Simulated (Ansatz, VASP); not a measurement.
# Re in VASP and in Ansatz

```
Re
1.0
    -0.00010    3.91574    3.91567
     3.91542    0.00001    3.91555
     3.91547    3.91567   -0.00003
Re
8
Direct
  0.25010 0.24999 0.24992
  0.25008 0.25008 0.74988
  0.25005 0.75002 0.24996
  0.24996 0.75002 0.74999
  0.75004 0.24995 0.24998
  0.74992 0.24999 0.75009
  0.74989 0.74997 0.25013
  0.74994 0.74998 0.75006
```

Change from the starting cell: cell x8, atoms moved at random (sigma 0.15 Å) and cell strained at random (1.5 %), then relaxed without symmetry.

Alike in both runs: functional PBE; k mesh 6 × 6 × 6; occupations gaussian, width 0.2 eV; no spin polarisation.

Ansatz relaxed the structure, and its values are those at the end. VASP's run is a single point on that final structure, the one shown.

|  | VASP | Ansatz |
| --- | --- | --- |
| version | VASP 6.6.1 | Ansatz 0.2.0 |
| potentials or method | VASP PAW PBE potentials, release 64 (Re), cutoff 520 eV | scalar-relativistic, plane waves, PAW |
| valence electrons in the cell | 56 | 120 |

VASP gave:

- gap on the k mesh at the Fermi level (eV): none
- pressure (GPa): -0.6

Problem. What did Ansatz give for the same quantities?

Solution. gap on the k mesh at the Fermi level (eV): none; pressure (GPa): 0.0.

A gap of «none» marks a metal or a gap that the smearing closes. VASP's potentials hold 56 valence electrons a cell and Ansatz's 120, so a difference there can come from the potentials and not from the codes.

Neither program's run includes spin-orbit coupling.
